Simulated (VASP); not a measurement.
Set up this calculation in VASP 6.6.1, as the native input.

- Task: single point
- Functional: r2SCAN
- Potentials or basis: VASP PAW PBE potentials, release 64 (Pb_d)
- Cutoff: 520 eV
- k mesh: 11 × 11 × 11
- Occupations: fermi-dirac, width 0.1 eV
- Spin: no spin polarisation
- Dipole correction: no
- Further INCAR settings: ALGO = Normal; EDIFF = 1e-06; NBANDS = 13

Crystal: Pb.

```
CELL_PARAMETERS angstrom
3.25315 0.00000 0.00000
0.00000 3.25315 0.00000
0.00000 0.00000 3.25315
ATOMIC_POSITIONS crystal
Pb 0.00000 0.00000 0.00000
```

This cell differs from its parent crystal: volume scaled by 1.04.

One way to write it, as run:

POSCAR

```
Pb
1.0
    3.2531492201      0.0000000000      0.0000000000
    0.0000000000      3.2531492201      0.0000000000
    0.0000000000      0.0000000000      3.2531492201
Pb
1
Direct
    0.0000000000      0.0000000000      0.0000000000
```

INCAR.step1

```
SYSTEM = Pb
PREC = Accurate ; ENCUT = 520
ISMEAR = -1 ; SIGMA = 0.1
LREAL = .False. ; LASPH = .True.
NELM = 60 ; NBANDS = 13
GGA = PE ; ALGO = Normal
EDIFF = 1E-4 ; LWAVE = .True.
LCHARG = .False.
```

INCAR.step2

```
SYSTEM = Pb
PREC = Accurate ; ENCUT = 520
EDIFF = 1E-6 ; ISMEAR = -1
SIGMA = 0.1 ; LREAL = .False.
LASPH = .True. ; NELM = 60
ALGO = Normal ; ISIF = 2
LWAVE = .False. ; LCHARG = .False.
METAGGA = R2SCAN ; LMIXTAU = .True.
NBANDS = 13 ; ISTART = 1
```

KPOINTS

```
Automatic mesh
0
Gamma
  11 11 11
  0 0 0
```

Potentials or basis: VASP PAW PBE potentials, release 64 (Pb_d).

Command:

```bash
$ cat potpaw_PBE.64/Pb_d/POTCAR > POTCAR
$ cp INCAR.step1 INCAR
$ mpirun -np 1 vasp_std > vasp.out
$ cp INCAR.step2 INCAR
$ mpirun -np 1 vasp_std > vasp.out
```

It gave:

The pressure is -1.3 GPa and the band gap on the k mesh is zero (band 7 reaches 10.70 eV, above the bottom of band 8 at 3.88 eV).

Caveat: the PAW data sets were made with another functional, which shifts forces and pressure a little; spin-orbit coupling is left out, which moves the levels of the heavy elements.

Wall time 96 s on 1 thread of AMD EPYC 7R43 64-Core Processor (Zen 3) (shared host), peak memory 0.12 GiB.
